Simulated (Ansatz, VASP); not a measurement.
## SnSe2: VASP beside Ansatz

```
Sn Se
1.0
     3.81100    0.00000    0.00000
    -1.90550    3.30042    0.00000
     0.00000    0.00000    6.13700
Sn Se
1 2
Direct
  0.00000 0.00000 0.00000
  0.33333 0.66667 0.29888
  0.66667 0.33333 0.75000
```

Alike in both runs: task single point; functional PBEsol; k mesh 6 × 6 × 4; occupations gaussian, width 0.05 eV; no spin polarisation.

```csv
,VASP,Ansatz
version,VASP 6.6.1,Ansatz 0.2.0
potentials or method,"VASP PAW PBE potentials, release 64 (Sn_d, Se), cutoff 520 eV","scalar-relativistic, plane waves, PAW"
valence electrons in the cell,26,46
```

```csv
,VASP,Ansatz,Ansatz less VASP
gap on the k mesh at the Fermi level (eV),0.06,0.06,+0.002
least direct gap on the mesh (eV),0.39,0.39,+0.007
pressure (GPa),-2.0,-2.1,-0.09
"traceless stress, the component that is largest in VASP (GPa)",-3.11,-3.13,-0.017
rms of the force components (eV/Å),0.836,0.834,-0.0012
```

VASP's potentials were made for PBE, not for PBEsol. Atom by atom the forces differ by 0.010 eV/Å (rms over components). With one functional, cell and mesh, what is left measures potentials, basis and numerics. VASP's potentials hold 26 valence electrons a cell and Ansatz's 46, so a difference there can come from the potentials and not from the codes.
